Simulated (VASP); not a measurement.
# H13O6F in VASP: further runs

Runs on H13O6F. Level: r2SCAN+D3(BJ). Tasks: single point.

Everything below comes from runs of VASP 6.6.1. Logs are shortened: lines on timing, memory, paths and dates and some standing lists are left out, and cuts for length are marked.

## 1. The cell of the first run

The cell holds a disordered packing, 20 atoms: a = 5.981 Å, b = 5.981 Å, c = 5.981 Å, α = 90.00°, β = 90.00°, γ = 90.00°.

## 2. Single point, r2SCAN+D3(BJ)

The input, POSCAR:

```
H13O6F
1.0
    5.9814240000      0.0000000000      0.0000000000
    0.0000000000      5.9814240000      0.0000000000
    0.0000000000      0.0000000000      5.9814240000
O H F
6 13 1
Direct
    0.2314666207      0.0168688928      0.6092863505
    0.5483309660      0.6930456694      0.7079585062
   -0.0514091628      0.6656608861      0.9781951589
    0.4512303425      0.3564368619     -0.0115524330
    0.2898139306      0.8949541113      0.1742561637
    0.8294847515      1.1353818087      1.1217562908
    0.2589684329      0.1701935860      0.6252022930
    0.2281898090     -0.0121542964      0.4469002699
    0.4312852592      0.8072993989      0.6940654934
    0.5609366599      0.6252691667      0.5588134197
   -0.1461023328      0.7189090758      0.8514862013
   -0.0649176517      0.5034085529      0.9776100139
    0.4797185419      0.4121259419      0.1383784196
    0.4969385217      0.4750039455     -0.1144041954
    0.3061478337      1.0368434005      0.0971340604
    0.1890519716      0.8055439641      0.0821209130
    0.7002513114      1.1669963540      1.0250234727
    0.8387133231      0.9773592375      1.1414004424
    0.7435854740      0.2685815284      0.3061812705
    0.6682856791      0.3621378454      0.4262028574
```

The input, INCAR.step1:

```
PREC = Accurate ; ENCUT = 520
ISMEAR = -1 ; SIGMA = 0.05
LREAL = Auto ; LASPH = True
NELM = 100 ; NBANDS = 44
GGA = PE ; ALGO = Normal
EDIFF = 1E-4 ; LWAVE = True
LCHARG = False
```

The input, INCAR.step2:

```
PREC = Accurate ; ENCUT = 520
EDIFF = 1E-7 ; ISMEAR = -1
SIGMA = 0.05 ; LREAL = Auto
LASPH = True ; NELM = 100
ALGO = Normal ; ISIF = 2
LWAVE = False ; LCHARG = False
METAGGA = R2SCAN ; LMIXTAU = True
IVDW = 12 ; VDW_S6 = 1.0
VDW_S8 = 0.78981345 ; VDW_A1 = 0.49484001
VDW_A2 = 5.73083694 ; NBANDS = 44
ISTART = 1
```

The input, KPOINTS:

```
regular mesh
0
Gamma
  1 1 1
```

Potentials or basis: VASP PAW PBE potentials, release 64 (O, H, F).

The run is started by

```
cat potpaw_PBE.64/O/POTCAR potpaw_PBE.64/H/POTCAR potpaw_PBE.64/F/POTCAR > POTCAR
cp INCAR.step1 INCAR
mpirun -np 1 vasp_gam > vasp.out
cp INCAR.step2 INCAR
mpirun -np 1 vasp_gam > vasp.out
```

OUTCAR:

```text
PREC = Accurate
   ENCUT = 520
   EDIFF = 1E-7
   ISMEAR = -1
   LREAL = Auto
   LASPH = True
   NELM = 100
   ISIF = 2
   METAGGA = R2SCAN
   IVDW = 12
   ISTART = 1
 IVDW          = 12

 ion  position               nearest neighbor table
   1  0.231  0.017  0.609-   7 0.94   8 0.99
   2  0.548  0.693  0.708-   9 0.98  10 0.98
   3  0.949  0.666  0.978-  12 0.97  11 1.00
   4  0.451  0.356  0.988-  13 0.97  14 0.98
   5  0.290  0.895  0.174-  15 0.97  16 0.98
   6  0.829  0.135  0.122-  18 0.95  17 0.98
   7  0.259  0.170  0.625-   1 0.94
   8  0.228  0.988  0.447-   1 0.99
   9  0.431  0.807  0.694-   2 0.98
  10  0.561  0.625  0.559-   2 0.98
  11  0.854  0.719  0.851-   3 1.00
  12  0.935  0.503  0.978-   3 0.97
  13  0.480  0.412  0.138-   4 0.97
  14  0.497  0.475  0.886-   4 0.98
  15  0.306  0.037  0.097-   5 0.97
  16  0.189  0.806  0.082-   5 0.98
  17  0.700  0.167  0.025-   6 0.98
  18  0.839  0.977  0.141-   6 0.95
  19  0.744  0.269  0.306-  20 1.02
  20  0.668  0.362  0.426-  19 1.02

  LATTYP: Found a simple cubic cell.
 ALAT       =     5.9814240000

  Lattice vectors:

 A1 = (   5.9814240000,   0.0000000000,   0.0000000000)
 A2 = (   0.0000000000,   5.9814240000,   0.0000000000)
 A3 = (   0.0000000000,   0.0000000000,   5.9814240000)

Analysis of symmetry for initial positions (statically):
=====================================================================
 Subroutine PRICEL returns:
 Original cell was already a primitive cell.

 Routine SETGRP: Setting up the symmetry group for a
 simple cubic supercell.

 Subroutine GETGRP returns: Found  1 space group operations
 (whereof  1 operations were pure point group operations)
 out of a pool of 48 trial point group operations.

The static configuration has the point symmetry C_1 .

Analysis of symmetry for dynamics (positions and initial velocities):
=====================================================================
 Subroutine PRICEL returns:
 Original cell was already a primitive cell.

 Routine SETGRP: Setting up the symmetry group for a
 simple cubic supercell.

 Subroutine GETGRP returns: Found  1 space group operations
 (whereof  1 operations were pure point group operations)
 out of a pool of 48 trial point group operations.

The dynamic configuration has the point symmetry C_1 .

 Subroutine INISYM returns: Found  1 space group operations
 (whereof  1 operations are pure point group operations),
 and found     1 'primitive' translations

----------------------------------------------------------------------------------------

                                     Primitive cell

  volume of cell :     214.0000

  direct lattice vectors                    reciprocal lattice vectors
     5.981424000  0.000000000  0.000000000     0.167184269  0.000000000  0.000000000
     0.000000000  5.981424000  0.000000000     0.000000000  0.167184269  0.000000000
     0.000000000  0.000000000  5.981424000     0.000000000  0.000000000  0.167184269

  length of vectors
     5.981424000  5.981424000  5.981424000     0.167184269  0.167184269  0.167184269

  position of ions in fractional coordinates (direct lattice)
     0.231466621  0.016868893  0.609286350
     0.548330966  0.693045669  0.707958506
     0.948590837  0.665660886  0.978195159
     0.451230342  0.356436862  0.988447567
     0.289813931  0.894954111  0.174256164
     0.829484751  0.135381809  0.121756291
[... 12 lines left out ...]
     0.743585474  0.268581528  0.306181270
     0.668285679  0.362137845  0.426202857

  ion indices of the primitive-cell ions
   primitive index   ion index
                 1           1
                 2           2
                 3           3
                 4           4
                 5           5
                 6           6
[... 12 lines left out ...]
                19          19
                20          20

----------------------------------------------------------------------------------------

 KPOINTS: regular mesh

Automatic generation of k-mesh.
 Grid dimensions read from file:
 generate k-points for:    1    1    1

 Generating k-lattice:

  Cartesian coordinates                     Fractional coordinates (reciprocal lattice)
     0.167184269  0.000000000  0.000000000     1.000000000  0.000000000  0.000000000
     0.000000000  0.167184269  0.000000000     0.000000000  1.000000000  0.000000000
     0.000000000  0.000000000  0.167184269     0.000000000  0.000000000  1.000000000

  Length of vectors
     0.167184269  0.167184269  0.167184269

  Shift w.r.t. Gamma in fractional coordinates (k-lattice)
     0.000000000  0.000000000  0.000000000

 Subroutine IBZKPT returns following result:
 ===========================================

 Found      1 irreducible k-points:

 Following reciprocal coordinates:
            Coordinates               Weight
  0.000000  0.000000  0.000000      1.000000
   k-points           NKPTS =      1   k-points in BZ     NKDIM =      1   number of bands    NBANDS=     44
   number of dos      NEDOS =    301   number of ions     NIONS =     20
   total plane-waves  NPLWV = 110592
   dimension x,y,z NGX =    48 NGY =   48 NGZ =   48
   dimension x,y,z NGXF=    96 NGYF=   96 NGZF=   96
   ions per type =               6  13   1
   NGX,Y,Z   is equivalent  to a cutoff of  13.34, 13.34, 13.34 a.u.
   NGXF,Y,Z  is equivalent  to a cutoff of  26.68, 26.68, 26.68 a.u.
 SYSTEM =  unknown system
   PREC   = accura    normal or accurate (medium, high low for compatibility)
   ISTART =      1    job   : 0-new  1-cont  2-samecut
   ICHARG =      0    charge: 1-file 2-atom 10-const
   ISPIN  =      1    spin polarized calculation?
   LNONCOLLINEAR =      F non collinear calculations
   LSORBIT =      F    spin-orbit coupling
   LASPH  =      T    aspherical Exc in radial PAW
   ENCUT  =  520.0 eV  38.22 Ry    6.18 a.u.  11.12 11.12 11.12*2*pi/ulx,y,z
   NELM   =    100;   NELMIN=  2; NELMDL=  0     # of ELM steps
   EDIFF  = 0.1E-06   stopping-criterion for ELM
   LREAL  =      T    real-space projection
   EDIFFG = 0.1E-05   stopping-criterion for IOM
   NSW    =      0    number of steps for IOM
   IBRION =     -1    ionic relax: 0-MD 1-quasi-New 2-CG
   NFREE  =      0    steps in history (QN), initial steepest desc. (CG)
   ISIF   =      2    stress and relaxation
   ISYM   =      2    0-nonsym 1-usesym 2-fastsym
   POTIM  = 0.5000    time-step for ionic-motion
   TEBEG  =    0.0;   TEEND  =   0.0 temperature during run
   PSTRESS=    0.0 pullay stress
   NELECT =      56.0000    total number of electrons
   NUPDOWN=      -1.0000    fix difference up-down
   EMIN   =  10.00;   EMAX   =-10.00  energy-range for DOS
   EFERMI =   0.00;   METHOD = LEGACY
   ISMEAR =    -1;   SIGMA  =   0.05  broadening in eV -4-tet -1-fermi 0-gaus
   EFERMI_NEDOS =   21; number of points for ismear=-14 and -15
   IALGO  =     38    algorithm
   IMIX   =      4    mixing-type and parameters
     AMIX     =   0.40;   BMIX     =  1.00
     AMIX_MAG =   1.60;   BMIX_MAG =  1.00
  volume/ion in A,a.u.               =      10.70        72.21
  Fermi-wavevector in a.u.,A,eV,Ry     =   1.047128  1.978784 14.918463  1.096476
  Thomas-Fermi vector in A             =   2.181995
   LORBIT       =      0    0 simple, 1 ext, 2 COOP (PROOUT), +10 PAW based schemes
   METAGGA = R2SCAN    functional components
   LHFCALC =     F    Hartree Fock is set to
   AEXX    =    0.0000 exact exchange contribution
   IVDW    =    12    specifies the selected vdW correction
   LEPSILON=     F    determine dielectric tensor
   LRPA    =     F    only Hartree local field effects (RPA)
 non-spin polarized calculation
  energy-cutoff  :      520.00
  volume of cell :      214.00
 maximum number of plane-waves:      2872
 NGX is ok and might be reduce to    48
   NGX = 23   NGY = 23   NGZ = 23

 number of electron      56.0000002 magnetization

 Free energy of the ion-electron system (eV)
  ---------------------------------------------------
  ext. energy  EPLUGINS =         0.00000000
  ---------------------------------------------------
  free energy    TOTEN  =      -104.38025940 eV

  energy without entropy =     -104.38025940  energy(sigma->0) =     -104.38025940

 E-fermi :  -3.2587     XC(G=0):  -6.8259

 val. band max:       -4.5163719925   @ k =   0.0000   0.0000   0.0000
 cond. band min:       1.0544091718   @ k =   0.0000   0.0000   0.0000
 fundamental gap:      5.5707811643
 Fermi energy:        -3.2586547384

 k-point     1 :       0.0000    0.0000    0.0000
  band No.  band energies     occupation
      1     -27.7474      2.00000
      2     -24.8096      2.00000
      3     -24.0506      2.00000
      4     -23.8112      2.00000
      5     -23.6529      2.00000
      6     -23.5194      2.00000
[... 32 lines left out ...]
     39       7.8815      0.00000
     40       8.2354      0.00000
 [bands above 40 left out]

------------------------ aborting loop because EDIFF is reached ----------------------------------------

 Edisp (eV)   -0.30469

 E8    (eV) :    -0.0434

  FORCE on cell =-STRESS in cart. coord.  units (eV):
  Direction    XX          YY          ZZ          XY          YZ          ZX
  --------------------------------------------------------------------------------------
  -------------------------------------------------------------------------------------
  Total      -1.54872    -0.33414    -2.00244     0.76835    -0.18307    -0.39332
  in kB     -11.59496    -2.50162   -14.99188     5.75251    -1.37064    -2.94469
  external pressure =       -9.70 kB  Pullay stress =        0.00 kB

 VOLUME and BASIS-vectors are now :
 -----------------------------------------------------------------------------
  energy-cutoff  :      520.00
  volume of cell :      214.00
      direct lattice vectors                 reciprocal lattice vectors
     5.981424000  0.000000000  0.000000000     0.167184269  0.000000000  0.000000000
     0.000000000  5.981424000  0.000000000     0.000000000  0.167184269  0.000000000
     0.000000000  0.000000000  5.981424000     0.000000000  0.000000000  0.167184269

 POSITION                                       TOTAL-FORCE (eV/Angst)
 -----------------------------------------------------------------------------------
      1.38450      0.10090      3.64440        -0.415825     -1.478559     -0.496488
      3.27980      4.14540      4.23460         0.118329     -0.270036     -0.631772
      5.67392      3.98160      5.85100        -0.646439      0.104230     -0.867316
      2.69900      2.13200      5.91232         0.157234     -0.742616      0.556920
      1.73350      5.35310      1.04230         0.256271      0.140505      0.060873
      4.96150      0.80978      0.72828        -0.414416      1.150809     -0.053610
[... 12 lines left out ...]
      4.44770      1.60650      1.83140        -0.003934     -0.043531      0.568650
      3.99730      2.16610      2.54930         0.168779     -0.255322     -0.596735
 -----------------------------------------------------------------------------------
    total drift:                               -0.001614      0.002017     -0.008643

  FREE ENERGIE OF THE ION-ELECTRON SYSTEM (eV)
  ---------------------------------------------------
  free  energy   TOTEN  =      -104.6849457243 eV

  energy  without entropy=     -104.6849457242  energy(sigma->0) =     -104.68494572
```

It took 80 s on 1 thread of Intel Xeon Platinum 8488C (Sapphire Rapids), shared host; peak memory 0.33 GiB.

What came out:

- Free energy: -104.6849 eV
- Pressure: -1.0 GPa
- Largest force: 1.614 eV/Å
- Dispersion energy per atom: -0.015 eV

Forces on the atoms (eV/Å):
```
O   -0.416 -1.479 -0.496
O    0.118 -0.270 -0.632
O   -0.646  0.104 -0.867
O    0.157 -0.743  0.557
O    0.256  0.141  0.061
O   -0.414  1.151 -0.054
H    0.364  1.480  0.316
H    0.090 -0.110  0.312
H   -0.036  0.258 -0.040
H    0.130  0.205  0.631
H    0.485 -0.540  0.777
H    0.123  0.449  0.001
H   -0.149  0.155 -0.208
H   -0.156  0.547 -0.273
H    0.004 -0.123 -0.132
H   -0.159 -0.017 -0.002
H   -0.031 -0.071 -0.047
H    0.116 -0.839  0.125
H   -0.004 -0.044  0.569
F    0.169 -0.255 -0.597
```

Stress tensor (GPa, compression positive):
```
-1.16  0.58 -0.29
 0.58 -0.25 -0.14
-0.29 -0.14 -1.50
```

Levels at points of the mesh, in eV from the Fermi level:
| k point | band 26 | band 27 | band 28 | band 29 | band 30 | band 31 |
| --- | --- | --- | --- | --- | --- | --- |
| (0.00, 0.00, 0.00) | -1.60 | -1.36 | -1.26 | 4.31 | 7.80 | 8.25 |

Caveat: the k points lie up to 1.05 Å⁻¹ apart; the PAW data sets were made with another functional, which shifts forces and pressure a little.

## 3. Single point, r2SCAN+D3(BJ)

The input, POSCAR:

```
H13O6F
1.0
    5.9814240000      0.0000000000      0.0000000000
    0.0000000000      5.9814240000      0.0000000000
    0.0000000000      0.0000000000      5.9814240000
O H F
6 13 1
Direct
    0.2358802854      0.0140769155      0.6015457189
    0.5442349514      0.6891837128      0.7032271914
   -0.0440530549      0.6701247061      0.9845481611
    0.4600576719      0.3666183838     -0.0091282611
    0.2796324086      0.9038148775      0.1697589069
    0.8350185508      1.1353818087      1.1206194378
    0.2790807005      0.1634894968      0.6283119204
    0.2273204508     -0.0110174433      0.4399119675
    0.4339936443      0.8072826805      0.6834492923
    0.5592313804      0.6162412161      0.5577267219
   -0.1337808522      0.7215673057      0.8472230024
   -0.0524289868      0.5103801369      0.9758378607
    0.4756392458      0.4206189028      0.1451828193
    0.4827612956      0.5022382630     -0.1038214312
    0.2923885683      1.0473091358      0.0917172901
    0.1957894976      0.8086870284      0.0672916683
    0.7045312287      1.1588210433      1.0210277686
    0.8342160663      0.9799673121      1.1510135379
    0.7484505362      0.2610916732      0.3169479375
    0.6627853167      0.3538956610      0.4294963875
```

The input, INCAR.step1:

```
SYSTEM = H13O6F
PREC = Accurate
ENCUT = 520
ISMEAR = -1
SIGMA = 0.05
LREAL = Auto
LASPH = .TRUE.
NELM = 100
NBANDS = 44
GGA = PE
ALGO = Normal
EDIFF = 1E-4
LWAVE = .TRUE.
LCHARG = .FALSE.
```

The input, INCAR.step2:

```
SYSTEM = H13O6F
PREC = Accurate
ENCUT = 520
EDIFF = 1E-6
ISMEAR = -1
SIGMA = 0.05
LREAL = Auto
LASPH = .TRUE.
NELM = 100
ALGO = Normal
ISIF = 2
LWAVE = .FALSE.
LCHARG = .FALSE.
METAGGA = R2SCAN
LMIXTAU = .TRUE.
IVDW = 12
VDW_S6 = 1.0
VDW_S8 = 0.78981345
VDW_A1 = 0.49484001
VDW_A2 = 5.73083694
NBANDS = 44
ISTART = 1
```

The input, KPOINTS:

```
regular mesh
0
G
  1 1 1
  0 0 0
```

Potentials or basis: VASP PAW PBE potentials, release 64 (O, H, F).

The run is started by

```
cat potpaw_PBE.64/O/POTCAR potpaw_PBE.64/H/POTCAR potpaw_PBE.64/F/POTCAR > POTCAR
cp INCAR.step1 INCAR
mpirun -np 1 vasp_gam > vasp.out
cp INCAR.step2 INCAR
mpirun -np 1 vasp_gam > vasp.out
```

It took 79 s on 1 thread of Intel Xeon Platinum 8488C (Sapphire Rapids), shared host; peak memory 0.33 GiB.

It converged, with:

```
Free energy                : -104.5710 eV
Pressure                   : -1.1 GPa
Largest force              : 2.629 eV/Å
Dispersion energy per atom : -0.015 eV
```

Forces on the atoms (eV/Å):
```
O   -0.449 -1.038  0.081
O    0.398 -0.277 -0.291
O   -1.291  1.013 -2.054
O    0.026  0.226  0.700
O    0.582  0.608 -0.295
O   -0.878  1.235 -0.287
H    0.356  0.999  0.098
H    0.145  0.016  0.030
H   -0.368  0.549 -0.176
H    0.115  0.073  0.479
H    1.007 -0.703  1.742
H    0.061 -0.459  0.085
H   -0.075 -0.248 -0.630
H   -0.032 -0.347 -0.104
H    0.036 -0.420  0.173
H   -0.362 -0.083  0.156
H    0.328  0.327  0.331
H    0.343 -1.302  0.246
H   -0.253  0.177  0.146
F    0.312 -0.347 -0.430
```

Stress tensor (GPa, compression positive):
```
-1.29  0.40 -0.52
 0.40  0.28  0.01
-0.52  0.01 -2.24
```

Levels at points of the mesh, in eV from the Fermi level:
```
           k point  band 24  band 25  band 26  band 27  band 28  band 29  band 30  band 31  band 32  band 33
(0.00, 0.00, 0.00)    -2.08    -1.76    -1.53    -1.42    -1.26     4.21     7.79     8.04     8.38     8.64
```

Caveat: the k points lie up to 1.05 Å⁻¹ apart; the PAW data sets were made with another functional, which shifts forces and pressure a little.

(Continued in part 2 of 2.)
